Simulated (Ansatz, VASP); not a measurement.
# Two plane-wave programs on Ir

```
CELL_PARAMETERS angstrom
0.00000 1.92504 1.92504
1.92504 0.00000 1.92504
1.92504 1.92504 0.00000
ATOMIC_POSITIONS crystal
Ir 0.00000 0.00000 0.00000
```

Alike in both runs: functional r2SCAN; k mesh 8 × 8 × 8; no spin polarisation.

Ansatz relaxed the structure, and its values are those at the end. VASP's run is a single point on that final structure, the one shown.

|  | VASP | Ansatz |
| --- | --- | --- |
| version | VASP 6.6.1 | Ansatz 0.2.0 |
| potentials or method | VASP PAW PBE potentials, release 64 (Ir_sv_GW), cutoff 550 eV | PAW plane waves |
| occupations | fermi-dirac, width 0.1 eV | fermi-dirac |
| valence electrons in the cell | 17 | 17 |

```tsv
	VASP	Ansatz	Ansatz less VASP
gap on the k mesh at the Fermi level (eV)	none	none	-
pressure (GPa)	-2.2	0.0	+2.22
```

VASP's potentials were made for PBE, not for r2SCAN. A gap of «none» marks a metal or a gap that the smearing closes.

Neither program's run includes spin-orbit coupling.
